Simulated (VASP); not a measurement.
A run of VASP 6.6.1:

Contents of INCAR:

```
SYSTEM = Si2Ni
  PREC = Accurate
  ENCUT = 520
  EDIFF = 1E-6
  ISMEAR = 0
  SIGMA = 0.1
  LREAL = .False.
  LASPH = .True.
  NELM = 80
  ALGO = Normal
  ISIF = 2
  LWAVE = .False.
  LCHARG = .False.
  GGA = PS
  NBANDS = 16
```

Contents of KPOINTS:

```
regular mesh
0
Gamma
  14 14 14
  0 0 0
```

File POSCAR:

```
Si2Ni
1.0
    0.0000000000      2.6684401231      2.6684401231
    2.6684401231      0.0000000000      2.6684401231
    2.6684401231      2.6684401231      0.0000000000
Si Ni
2 1
Direct
    0.2500000000      0.2500000000      0.2500000000
    0.7500000000      0.7500000000      0.7500000000
    0.0000000000      0.0000000000      0.0000000000
```

Potentials or basis: VASP PAW PBE potentials, release 64 (Si, Ni).

Launch:

```sh
$ cat potpaw_PBE.64/Si/POTCAR potpaw_PBE.64/Ni/POTCAR > POTCAR
$ mpirun -np 1 vasp_std > vasp.out
```

Hardware: 1 thread of Intel Xeon 8259CL (shared host).

Task: How long does it take, and how much memory?

Result: Run time: 100 s on 1 thread of Intel Xeon 8259CL, on a shared host, peak memory 0.2 GiB. Counts: scf iterations 14, k points 104.
